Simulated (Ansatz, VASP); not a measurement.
**One calculation of AlN, two programs**

```
Al N
1.0
     3.10657    0.00000    0.00000
    -1.55328    2.69037    0.00000
     0.00000    0.00000    4.97807
Al N
2 2
Direct
  0.33333 0.66667 0.99130
  0.66667 0.33333 0.49130
  0.33333 0.66667 0.39070
  0.66667 0.33333 0.89070
```

Change from the starting cell: polar distortion scaled by 0.85.

Alike in both runs: task single point; functional r2SCAN; k mesh 9 × 9 × 6; no spin polarisation.

```csv
,VASP,Ansatz
version,VASP 6.6.1,Ansatz 0.2.0
potentials or method,"VASP PAW PBE potentials, release 64 (Al, N), cutoff 520 eV","scalar-relativistic, plane waves, PAW"
occupations,"gaussian, width 0.01 eV",fixed
valence electrons in the cell,16,16
```

```csv
,VASP,Ansatz,Ansatz less VASP
gap on the k mesh at the Fermi level (eV),4.63,4.58,-0.048
least direct gap on the mesh (eV),4.63,4.58,-0.048
pressure (GPa),0.1,0.5,+0.34
"traceless stress, the component that is largest in VASP (GPa)",-6.80,-6.73,+0.064
rms of the force components (eV/Å),0.522,0.517,-0.0050
```

VASP's potentials were made for PBE, not for r2SCAN. Atom by atom the forces differ by 0.005 eV/Å (rms over components).
